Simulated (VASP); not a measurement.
Runs of VASP 6.6.1 on C. The structure is that of space group Pm-3m (No. 221), or close to it. The cells are those of the table. 

| task | cell | k mesh | gap on the mesh (eV) | pressure (GPa) | relaxed volume (Å³/atom) |
| --- | --- | --- | --- | --- | --- |
| relaxation of cell and atoms | relaxed from a = 1.771 Å, 1 atom | 11 × 11 × 11 | none | 0.0 | (a) |
| single point | a = 1.771 Å, 1 atom | 10 × 10 × 10 | none | 0.3 | - |
| relaxation of cell and atoms | relaxed from a = 1.950 Å, 1 atom | 10 × 10 × 10 | none | -0.2 | 5.56 |
| single point | a = 1.752 Å, 1 atom | 11 × 11 × 11 | none | 0.3 | - |

Alike in all rows: level PBEsol; potentials or basis VASP PAW PBE potentials, release 64 (C); no spin polarisation; cutoff (eV) 600; smearing methfessel-paxton 0.05 eV.

Task: Fill in the values left out.

Result: (a) 5.38.

Caveats: the PAW data sets were made with another functional, which shifts forces and pressure a little; the volume moved by over 15 % at a fixed basis, so the end points are rough (some runs).

A gap of «none» marks levels without a gap at the run's occupations.
